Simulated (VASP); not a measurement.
# In3Cu (R-3m) in VASP: a series of runs

Runs on In3Cu. Level: LDA. Tasks: single point.

Everything below comes from runs of VASP 6.6.1. Logs are shortened: lines on timing, memory, paths and dates and some standing lists are left out, and cuts for length are marked.

## Step 1: The cell of the first run

The structure is trigonal, space group R-3m (No. 166). Conventional cell: a = 6.179 Å, b = 6.179 Å, c = 7.174 Å, α = 90.00°, β = 90.00°, γ = 120.00°. Within 3.9 Å of In (site symmetry 2/m) lie 8 In at 2.98 to 3.09 Å and 4 Cu at 2.98 to 3.09 Å. Within 3.9 Å of Cu (site symmetry -3m) lie 12 In at 2.98 to 3.09 Å.

## Step 2: Single point, LDA

File INCAR:

```
PREC = Accurate
ENCUT = 520
EDIFF = 1E-6
ISMEAR = 0
SIGMA = 0.15
LREAL = F
LASPH = T
NELM = 60
ALGO = Fast
ISIF = 2
LWAVE = F
LCHARG = F
GGA = CA
NBANDS = 33
```

File KPOINTS:

```
regular mesh
0
Gamma
  10 10 10
```

File POSCAR:

```
In3Cu
1.0
    4.2936403691     -0.0757358545     -0.0757358545
   -0.0757358545      4.2936403691     -0.0757358545
   -0.0757358545     -0.0757358545      4.2936403691
In Cu
3 1
Direct
    0.0000000000      0.5000000000      0.5000000000
    0.5000000000      0.0000000000      0.5000000000
    0.5000000000      0.5000000000      0.0000000000
    0.0000000000      0.0000000000      0.0000000000
```

Potentials or basis: VASP PAW LDA potentials, release 64 (In_d, Cu).

The run is started by

```
$ cat potpaw_LDA.64/In_d/POTCAR potpaw_LDA.64/Cu/POTCAR > POTCAR
$ mpirun -np 1 vasp_std > vasp.out
```

OUTCAR:

```text
PREC = Accurate
   ENCUT = 520
   EDIFF = 1E-6
   ISMEAR = 0
   LREAL = F
   LASPH = T
   NELM = 60
   ISIF = 2
   GGA = CA

 ion  position               nearest neighbor table
   1  0.000  0.500  0.500-   2 2.98   3 2.98   4 2.98   4 2.98   3 2.98   2 2.98   4 3.09   3 3.09
                             2 3.09   3 3.09   4 3.09   2 3.09
   2  0.500  0.000  0.500-   1 2.98   3 2.98   4 2.98   3 2.98   4 2.98   1 2.98   3 3.09   3 3.09
                             1 3.09   4 3.09   4 3.09   1 3.09
   3  0.500  0.500  0.000-   1 2.98   2 2.98   4 2.98   2 2.98   1 2.98   4 2.98   4 3.09   1 3.09
                             1 3.09   4 3.09   2 3.09   2 3.09
   4  0.000  0.000  0.000-   1 2.98   2 2.98   3 2.98   1 2.98   2 2.98   3 2.98   3 3.09   1 3.09
                             2 3.09   3 3.09   2 3.09   1 3.09

  LATTYP: Found a trigonal (rhomboedric) cell.
 ALAT       =     4.2949760719
 COS(alpha) =    -0.0349452721

  Lattice vectors:

 A1 = (   4.2936403691,  -0.0757358545,  -0.0757358545)
 A2 = (  -0.0757358545,   4.2936403691,  -0.0757358545)
 A3 = (  -0.0757358545,  -0.0757358545,   4.2936403691)

Analysis of symmetry for initial positions (statically):
=====================================================================
 Subroutine PRICEL returns:
 Original cell was already a primitive cell.

 Routine SETGRP: Setting up the symmetry group for a
 trigonal (rhombohedral) supercell.

 Subroutine GETGRP returns: Found 12 space group operations
 (whereof 12 operations were pure point group operations)
 out of a pool of 12 trial point group operations.

The static configuration has the point symmetry D_3d.

Analysis of symmetry for dynamics (positions and initial velocities):
=====================================================================
 Subroutine PRICEL returns:
 Original cell was already a primitive cell.

 Routine SETGRP: Setting up the symmetry group for a
 trigonal (rhombohedral) supercell.

 Subroutine GETGRP returns: Found 12 space group operations
 (whereof 12 operations were pure point group operations)
 out of a pool of 12 trial point group operations.

The dynamic configuration has the point symmetry D_3d.

 Subroutine INISYM returns: Found 12 space group operations
 (whereof 12 operations are pure point group operations),
 and found     1 'primitive' translations

----------------------------------------------------------------------------------------

                                     Primitive cell

  volume of cell :      79.0800

  direct lattice vectors                    reciprocal lattice vectors
     4.293640369 -0.075735855 -0.075735855     0.233050224  0.004184603  0.004184603
    -0.075735855  4.293640369 -0.075735855     0.004184603  0.233050224  0.004184603
    -0.075735855 -0.075735855  4.293640369     0.004184603  0.004184603  0.233050224

  length of vectors
     4.294976072  4.294976072  4.294976072     0.233125350  0.233125350  0.233125350

  position of ions in fractional coordinates (direct lattice)
     0.000000000  0.500000000  0.500000000
     0.500000000  0.000000000  0.500000000
     0.500000000  0.500000000  0.000000000
     0.000000000  0.000000000  0.000000000

  ion indices of the primitive-cell ions
   primitive index   ion index
                 1           1
                 2           2
                 3           3
                 4           4

----------------------------------------------------------------------------------------

 KPOINTS: regular mesh

Automatic generation of k-mesh.
 Grid dimensions read from file:
 generate k-points for:   10   10   10

 Generating k-lattice:

  Cartesian coordinates                     Fractional coordinates (reciprocal lattice)
     0.023305022  0.000418460  0.000418460     0.100000000  0.000000000  0.000000000
     0.000418460  0.023305022  0.000418460     0.000000000  0.100000000  0.000000000
     0.000418460  0.000418460  0.023305022     0.000000000  0.000000000  0.100000000

  Length of vectors
     0.023312535  0.023312535  0.023312535

  Shift w.r.t. Gamma in fractional coordinates (k-lattice)
     0.000000000  0.000000000  0.000000000

 Subroutine IBZKPT returns following result:
 ===========================================

 Found    116 irreducible k-points:

 Following reciprocal coordinates:
            Coordinates               Weight
  0.000000  0.000000  0.000000      1.000000
  0.100000  0.000000  0.000000      6.000000
  0.200000  0.000000  0.000000      6.000000
  0.300000  0.000000  0.000000      6.000000
  0.400000 -0.000000 -0.000000      6.000000
  0.500000  0.000000  0.000000      3.000000
[... 16 lines left out ...]
  0.300000  0.300000  0.000000      6.000000
  0.400000  0.300000 -0.000000     12.000000
 [... further k-points ...]
   k-points           NKPTS =    116   k-points in BZ     NKDIM =    116   number of bands    NBANDS=     33
   number of dos      NEDOS =    301   number of ions     NIONS =      4
   total plane-waves  NPLWV =  32768
   dimension x,y,z NGX =    32 NGY =   32 NGZ =   32
   dimension x,y,z NGXF=    64 NGYF=   64 NGZF=   64
   ions per type =               3   1
   NGX,Y,Z   is equivalent  to a cutoff of  12.39, 12.39, 12.39 a.u.
   NGXF,Y,Z  is equivalent  to a cutoff of  24.77, 24.77, 24.77 a.u.
 SYSTEM =  unknown system
   PREC   = accura    normal or accurate (medium, high low for compatibility)
   ISTART =      0    job   : 0-new  1-cont  2-samecut
   ICHARG =      2    charge: 1-file 2-atom 10-const
   ISPIN  =      1    spin polarized calculation?
   LNONCOLLINEAR =      F non collinear calculations
   LSORBIT =      F    spin-orbit coupling
   LASPH  =      T    aspherical Exc in radial PAW
   ENCUT  =  520.0 eV  38.22 Ry    6.18 a.u.   7.99  7.99  7.99*2*pi/ulx,y,z
   NELM   =     60;   NELMIN=  2; NELMDL= -5     # of ELM steps
   EDIFF  = 0.1E-05   stopping-criterion for ELM
   LREAL  =      F    real-space projection
   EDIFFG = 0.1E-04   stopping-criterion for IOM
   NSW    =      0    number of steps for IOM
   IBRION =     -1    ionic relax: 0-MD 1-quasi-New 2-CG
   NFREE  =      0    steps in history (QN), initial steepest desc. (CG)
   ISIF   =      2    stress and relaxation
   ISYM   =      2    0-nonsym 1-usesym 2-fastsym
   POTIM  = 0.5000    time-step for ionic-motion
   TEBEG  =    0.0;   TEEND  =   0.0 temperature during run
   PSTRESS=    0.0 pullay stress
   NELECT =      50.0000    total number of electrons
   NUPDOWN=      -1.0000    fix difference up-down
   EMIN   =  10.00;   EMAX   =-10.00  energy-range for DOS
   EFERMI =   0.00;   METHOD = LEGACY
   ISMEAR =     0;   SIGMA  =   0.15  broadening in eV -4-tet -1-fermi 0-gaus
   EFERMI_NEDOS =   21; number of points for ismear=-14 and -15
   IALGO  =     68    algorithm
   IMIX   =      4    mixing-type and parameters
     AMIX     =   0.40;   BMIX     =  1.00
     AMIX_MAG =   1.60;   BMIX_MAG =  1.00
  volume/ion in A,a.u.               =      19.77       133.41
  Fermi-wavevector in a.u.,A,eV,Ry     =   1.405107  2.655266 26.862317  1.974325
  Thomas-Fermi vector in A             =   2.527601
   LORBIT       =      0    0 simple, 1 ext, 2 COOP (PROOUT), +10 PAW based schemes
   GGA     = CA    functional components
   LHFCALC =     F    Hartree Fock is set to
   AEXX    =    0.0000 exact exchange contribution
   IVDW    =     0    specifies the selected vdW correction
   LEPSILON=     F    determine dielectric tensor
   LRPA    =     F    only Hartree local field effects (RPA)
 non-spin polarized calculation
 RMM-DIIS sequential band-by-band and
 Gauss-broadening in eV      SIGMA  =   0.15
  energy-cutoff  :      520.00
  volume of cell :       79.08
 maximum number of plane-waves:      2161
   NGX = 15   NGY = 15   NGZ = 15

 number of electron      50.0000058 magnetization

 Free energy of the ion-electron system (eV)
  ---------------------------------------------------
  ext. energy  EPLUGINS =         0.00000000
  ---------------------------------------------------
  free energy    TOTEN  =       -13.61381383 eV

  energy without entropy =      -13.59663826  energy(sigma->0) =      -13.60522604

 E-fermi :   8.9599     XC(G=0): -11.5722

 val. band max:        8.9556632083   @ k =  -0.1000   0.5000   0.1000
 cond. band min:       8.9601953801   @ k =  -0.4000   0.4000   0.4000
 fundamental gap:      0.0045321719
 Fermi energy:         8.9599433038

 k-point     1 :       0.0000    0.0000    0.0000
  band No.  band energies     occupation
      1      -6.3578      2.00000
      2      -6.3335      2.00000
      3      -6.3335      2.00000
      4      -6.2615      2.00000
      5      -6.0079      2.00000
      6      -6.0079      2.00000
[... 25 lines left out ...]
     32      15.1402      0.00000
     33      15.4308      0.00000

 k-point     2 :       0.1000    0.0000    0.0000
  band No.  band energies     occupation
      1      -6.3395      2.00000
      2      -6.3235      2.00000
      3      -6.3125      2.00000
      4      -6.2465      2.00000
      5      -6.0036      2.00000
      6      -5.9922      2.00000
[... 25 lines left out ...]
     32      14.7966      0.00000
     33      15.3734      0.00000

 k-point     3 :       0.2000    0.0000    0.0000
  band No.  band energies     occupation
      1      -6.3071      2.00000
      2      -6.2820      2.00000
      3      -6.2506      2.00000
      4      -6.1966      2.00000
      5      -5.9917      2.00000
      6      -5.9478      2.00000
[... 25 lines left out ...]
     32      14.5260      0.00000
     33      15.6795      0.00000

 k-point     4 :       0.3000    0.0000    0.0000
  band No.  band energies     occupation
      1      -6.2860      2.00000
      2      -6.2059      2.00000
      3      -6.1527      2.00000
      4      -6.1085      2.00000
      5      -5.9747      2.00000
      6      -5.8828      2.00000
[... 673 lines left out ...]
     32      14.3597      0.00000
     33      16.1045      0.00000

 k-point    23 :       0.3000    0.3000    0.0000
  band No.  band energies     occupation
      1      -6.1538      2.00000
      2      -6.1055      2.00000
      3      -6.0685      2.00000
      4      -5.9919      2.00000
      5      -5.9414      2.00000
      6      -5.8171      2.00000
[... 25 lines left out ...]
     32      15.2939      0.00000
     33      15.9654      0.00000

 k-point    24 :       0.4000    0.3000   -0.0000
  band No.  band energies     occupation
      1      -6.1200      2.00000
      2      -6.0614      2.00000
      3      -5.9969      2.00000
      4      -5.9620      2.00000
      5      -5.9182      2.00000
      6      -5.8458      2.00000
[... 25 lines left out ...]
     32      15.5195      0.00000
     33      16.4105      0.00000

 [... further k-points ...]
[... 5 lines left out ...]
  --------------------------------------------------------------------------------------
  -------------------------------------------------------------------------------------
  Total        0.9019154      0.9019154      0.9019154     -0.0175815     -0.0175815     -0.0175815
  in kB       18.2729941     18.2729941     18.2729941     -0.3562042     -0.3562042     -0.3562042
  external PRESSURE =      18.2729941 kB  Pullay stress =       0.0000000 kB

 VOLUME and BASIS-vectors are now :
 -----------------------------------------------------------------------------
  energy-cutoff  :      520.00
  volume of cell :       79.08
      direct lattice vectors                 reciprocal lattice vectors
     4.293640369 -0.075735855 -0.075735855     0.233050224  0.004184603  0.004184603
    -0.075735855  4.293640369 -0.075735855     0.004184603  0.233050224  0.004184603
    -0.075735855 -0.075735855  4.293640369     0.004184603  0.004184603  0.233050224

 POSITION                                       TOTAL-FORCE (eV/Angst)
 -----------------------------------------------------------------------------------
     -0.07574      2.10895      2.10895        -0.000000      0.000000      0.000000
      2.10895     -0.07574      2.10895        -0.000000     -0.000000     -0.000000
      2.10895      2.10895     -0.07574         0.000000     -0.000000      0.000000
      0.00000      0.00000      0.00000        -0.000000      0.000000      0.000000
 -----------------------------------------------------------------------------------
    total drift:                                0.000000     -0.000000     -0.000000

  FREE ENERGIE OF THE ION-ELECTRON SYSTEM (eV)
  ---------------------------------------------------
  free  energy   TOTEN  =       -13.6138138287 eV

  energy  without entropy=      -13.5966382603  energy(sigma->0) =      -13.60522604
```

Wall time 4.5 min (1 thread of Intel Xeon 6975P-C (Granite Rapids), shared host); peak memory 0.34 GiB.

Results:

| Property | Result |
| --- | --- |
| Free energy | -13.6138 eV |
| Pressure | 1.8 GPa |
| Band gap on the k mesh | zero (band 25 reaches 11.26 eV, above the bottom of band 26 at 6.83 eV) |

Caveat: spin-orbit coupling is left out, which moves the levels of the heavy elements.

[end of part 1 of 2]
